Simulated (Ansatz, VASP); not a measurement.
**One calculation of RbBr, two programs**

Contents of INCAR:

```
SYSTEM = RbBr
PREC     = Accurate       ! precision mode
ENCUT    = 520            ! plane-wave cutoff, eV
EDIFF    = 1E-6           ! SCF threshold, eV
ISMEAR   = 0              ! smearing method
SIGMA    = 0.05           ! smearing width, eV
LREAL    = .False.        ! projectors in reciprocal space
LASPH    = .True.         ! aspherical terms in the spheres
NELM     = 80             ! most SCF steps
ALGO     = Normal         ! electronic algorithm
ISIF     = 2              ! what is computed and relaxed
LWAVE    = .False.        ! write WAVECAR
LCHARG   = .False.        ! write CHGCAR
GGA      = PE             ! functional
NBANDS   = 15             ! bands
```

The input KPOINTS:

```
Automatic mesh
0
Gamma
  6 6 6
  0 0 0
```

POSCAR

```
RbBr
1.0
    4.3048525893      0.0000000000      0.0000000000
    0.0000000000      4.3048525893      0.0000000000
    0.0000000000      0.0000000000      4.1929021031
Rb Br
1 1
Direct
   -0.0925781756      0.0000000000      0.0000000000
    0.5990244918      0.5000000000      0.5000000000
```

Input for Ansatz:

```yaml
crystal:
  lattice:
    - [4.3048525893, 0.0, 0.0]
    - [0.0, 4.3048525893, 0.0]
    - [0.0, 0.0, 4.1929021031]
  atoms:
    - { symbol: Rb, position: [-0.0925781756, 0.0, 0.0] }
    - { symbol: Br, position: [0.5990244918, 0.5, 0.5] }
basis:
  ecutwfc: 420
kpoints:
  mp_grid: { grid: [6, 6, 6] }
hamiltonian:
  xc: pbe
  pseudopotentials: { kind: paw }
scf:
  occupations: { method: gaussian, width: 0.05 }
output:
  forces: true
  stress: true
  eigenvalues: true
  write_density: true
  write_potential: true
  elf: true
  volumetric_format: npy
```

Change from the starting cell: mode 4 frozen in at -0.415 Å, equal normal strain along x and y +0.0267.

Alike in both runs: task single point; functional PBE; k mesh 6 × 6 × 6; occupations gaussian, width 0.05 eV; no spin polarisation.

|  | VASP | Ansatz |
| --- | --- | --- |
| version | VASP 6.6.1 | Ansatz 0.2.0 |
| potentials or method | VASP PAW PBE potentials, release 64 (Rb_sv, Br), cutoff 520 eV | scalar-relativistic, plane waves, PAW |
| valence electrons in the cell | 16 | 16 |

Ansatz gave:

| Quantity | Value |
| --- | --- |
| gap on the k mesh at the Fermi level (eV) | 3.88 |
| least direct gap on the mesh (eV) | 3.97 |
| pressure (GPa) | 1.5 |
| traceless stress, the component that is largest in VASP (GPa) | -0.80 |
| rms of the force components (eV/Å) | 0.238 |

Q: Estimate VASP's values.

A: gap on the k mesh at the Fermi level (eV): 3.88; least direct gap on the mesh (eV): 3.97; pressure (GPa): 1.6; traceless stress, the component that is largest in VASP (GPa): -0.82; rms of the force components (eV/Å): 0.242.

Atom by atom the forces differ by 0.003 eV/Å (rms over components).
